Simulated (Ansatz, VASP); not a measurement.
**Zn in VASP and in Ansatz**

```
Zn
1.0
    -0.83023    1.66046    1.66046
     1.66046   -0.83023    1.66046
     1.66046    1.66046   -0.83023
Zn
1
Direct
  0.00000 0.00000 0.00000
```

Alike in both runs: task single point; functional LDA; k mesh 24 × 24 × 24; occupations gaussian, width 0.15 eV; no spin polarisation.

|  | VASP | Ansatz |
| --- | --- | --- |
| version | VASP 6.6.1 | Ansatz 0.2.0 |
| potentials or method | VASP PAW LDA potentials, release 64 (Zn), cutoff 520 eV | scalar-relativistic, plane waves, PAW |
| valence electrons in the cell | 12 | 12 |

|  | VASP | Ansatz | Ansatz less VASP |
| --- | --- | --- | --- |
| gap on the k mesh at the Fermi level (eV) | none | none | - |
| pressure (GPa) | 3.7 | 3.1 | -0.65 |

LDA's correlation is that of Perdew and Zunger in VASP and of Perdew and Wang (1992) in Ansatz. A gap of «none» marks a metal or a gap that the smearing closes.
